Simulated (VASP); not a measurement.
The system is CoO.

```
CELL_PARAMETERS angstrom
0.00000 2.17448 2.17448
2.17448 0.00000 2.17448
2.17448 2.17448 0.00000
ATOMIC_POSITIONS crystal
Co 0.00000 0.00000 0.00000
O 0.25000 0.25000 0.25000
```

Base run:

- Program: VASP 6.6.1
- Functional: PBEsol
- Potentials or basis: VASP PAW PBE potentials, release 64 (Co, O)
- Cutoff: 520 eV
- k mesh: 16 × 16 × 16
- Occupations: gaussian, width 0.05 eV
- Spin: collinear spin, ferromagnetic start
- Starting moments: [3.0, 0.0] μB
- Hubbard terms: Co d U = 3.0 eV

Its results: pressure 21.9 GPa; net moment 2.93 μB per cell; site moments Co +2.59; O +0.23 μB.

**Question.** The run is repeated on the same cell with these changes: hubbard terms from Co d U = 3.0 eV to Co d U = 5.0 eV. What comes out?

**Answer.** Pressure 26.3 GPa; net moment 3.00 μB per cell; site moments Co +2.74; O +0.18 μB.

Caveats: the PAW data sets were made with another functional, which shifts forces and pressure a little; a cell with one magnetic atom can't hold antiferromagnetic order, which such compounds often take.
